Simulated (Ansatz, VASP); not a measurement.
One calculation of Pt, two programs

INCAR

```
PREC = Accurate
ENCUT = 520
EDIFF = 1E-6
ISMEAR = 0
SIGMA = 0.15
LREAL = False
LASPH = True
NELM = 80
ALGO = Fast
ISIF = 2
LWAVE = False
LCHARG = False
GGA = CA
NBANDS = 11
```

File KPOINTS:

```
Automatic mesh
0
Gamma
  20 20 20
```

File POSCAR:

```
Pt
1.0
    0.0000000000      1.9468328700      1.8786937196
    2.1609844857      0.0000000000      1.8786937196
    2.1609844857      1.9468328700      0.0000000000
Pt
1
Direct
    0.0000000000      0.0000000000      0.0000000000
```

Input for Ansatz:

```yaml
crystal:
  lattice:
    - [0.0, 1.94683287, 1.8786937196]
    - [2.1609844857, 0.0, 1.8786937196]
    - [2.1609844857, 1.94683287, 0.0]
  atoms:
    - { symbol: Pt, position: [0.0, 0.0, 0.0] }
basis:
  ecutwfc: 420
kpoints:
  mp_grid: { grid: [20, 20, 20] }
hamiltonian:
  xc: lda
scf:
  occupations: { method: gaussian, width: 0.15 }
output:
  forces: true
  stress: true
  eigenvalues: true
```

Change from the starting cell: normal strain along x +0.1100, normal strain along z -0.0350.

Alike in both runs: task single point; functional LDA; k mesh 20 × 20 × 20; occupations gaussian, width 0.15 eV; no spin polarisation.

```csv
,VASP,Ansatz
version,VASP 6.6.1,Ansatz 0.2.0
potentials or method,"VASP PAW LDA potentials, release 64 (Pt), cutoff 520 eV","scalar-relativistic, plane waves, PAW"
valence electrons in the cell,10,18
```

|  | VASP | Ansatz | Ansatz less VASP |
| --- | --- | --- | --- |
| gap on the k mesh at the Fermi level (eV) | none | none | - |
| pressure (GPa) | -15.0 | -15.6 | -0.56 |
| traceless stress, the component that is largest in VASP (GPa) | -8.45 | -8.41 | +0.039 |

LDA's correlation is that of Perdew and Zunger in VASP and of Perdew and Wang (1992) in Ansatz. A gap of «none» marks a metal or a gap that the smearing closes. VASP's potentials hold 10 valence electrons a cell and Ansatz's 18, so a difference there can come from the potentials and not from the codes.

Neither program's run includes spin-orbit coupling.
